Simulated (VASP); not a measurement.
A run of VASP 6.6.1 is set up as follows.

File POSCAR:

```
Ti
1.0
    4.5987251554      0.0000000000      0.0000000000
   -2.2993625777      3.9826128096      0.0000000000
    0.0000000000      0.0000000000     23.5709758906
Ti
8
Direct
    0.6666666667      0.3333333333      0.3606129860
    0.3333333333      0.6666666667      0.4004378472
    0.0000000000      0.0000000000      0.4402627083
    0.6666666667      0.3333333333      0.4800875694
    0.3333333333      0.6666666667      0.5251511443
    0.0000000000      0.0000000000      0.5736631994
    0.6666666667      0.3333333333      0.5903722524
    0.3333333333      0.6666666667      0.6366271900
```

The input INCAR.step1:

```
SYSTEM = Ti
  ALGO = Normal
  DIPOL = 0.5 0.5 0.501
  EDIFF = 1E-4
  ENCUT = 520
  GGA = PE
  IDIPOL = 3
  ISMEAR = 0
  LASPH = .TRUE.
  LCHARG = .FALSE.
  LDIPOL = .TRUE.
  LREAL = .FALSE.
  LWAVE = .TRUE.
  NBANDS = 58
  NELM = 60
  PREC = Accurate
  SIGMA = 0.1
```

The input INCAR.step2:

```
SYSTEM = Ti
  ALGO = Normal
  DIPOL = 0.5 0.5 0.501
  EDIFF = 1E-6
  ENCUT = 520
  IDIPOL = 3
  ISIF = 2
  ISMEAR = 0
  ISTART = 1
  IVDW = 12
  LASPH = .TRUE.
  LCHARG = .FALSE.
  LDIPOL = .TRUE.
  LMIXTAU = .TRUE.
  LREAL = .FALSE.
  LWAVE = .FALSE.
  METAGGA = R2SCAN
  NBANDS = 58
  NELM = 60
  PREC = Accurate
  SIGMA = 0.1
  VDW_A1 = 0.49484001
  VDW_A2 = 5.73083694
  VDW_S6 = 1.0
  VDW_S8 = 0.78981345
```

KPOINTS

```
k-points
0
G
  9 9 1
  0 0 0
```

Potentials or basis: VASP PAW PBE potentials, release 64 (Ti_sv).

Launch:

```console
$ cat potpaw_PBE.64/Ti_sv/POTCAR > POTCAR
$ cp INCAR.step1 INCAR
$ mpirun -np 1 vasp_std > vasp.out
$ cp INCAR.step2 INCAR
$ mpirun -np 1 vasp_std > vasp.out
```

(1) Predict the band gap on the k mesh.

(2) Estimate the dispersion energy per atom.

## Answers

(1) zero (bands 48 and 49 overlap by 0.24 eV).

(2) -0.174 eV.
